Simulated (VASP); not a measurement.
## TePb (wurtzite type): single point with PBE

Crystal: TePb (wurtzite type).

```
Pb Te
1.0
     4.99404    0.00000    0.00000
    -2.49702    4.32497    0.00000
     0.00000    0.00000    6.01584
Pb Te
2 2
Direct
  0.33333 0.66667 0.93800
  0.66667 0.33333 0.43800
  0.33333 0.66667 0.43800
  0.66667 0.33333 0.93800
```

```yaml
Program: VASP 6.6.1
Task: single point
Functional: PBE
Potentials_or_basis: VASP PAW PBE potentials, release 64 (Pb_d, Te)
Cutoff: 520 eV
k_mesh: 9 × 9 × 5
Occupations: fermi-dirac, width 0.05 eV
Spin: no spin polarisation
```

| Property | Result |
| --- | --- |
| Pressure | 17.0 GPa |
| Band gap on the k mesh | 0.58 eV, indirect (least direct gap 1.20 eV) |

Levels at points of the mesh, in eV from the valence-band top:
```
           k point  band 18  band 19  band 20  band 21  band 22  band 23
(0.00, 0.00, 0.00)    -2.19    -2.13    -2.13     0.64     0.64     2.92
```

It took 110 s on 1 thread of Intel(R) Xeon(R) Platinum 8488C (Sapphire Rapids) (shared host), peak memory 0.31 GiB.

Caveat: spin-orbit coupling is left out, which moves the levels of the heavy elements. A k mesh can miss the band edges.
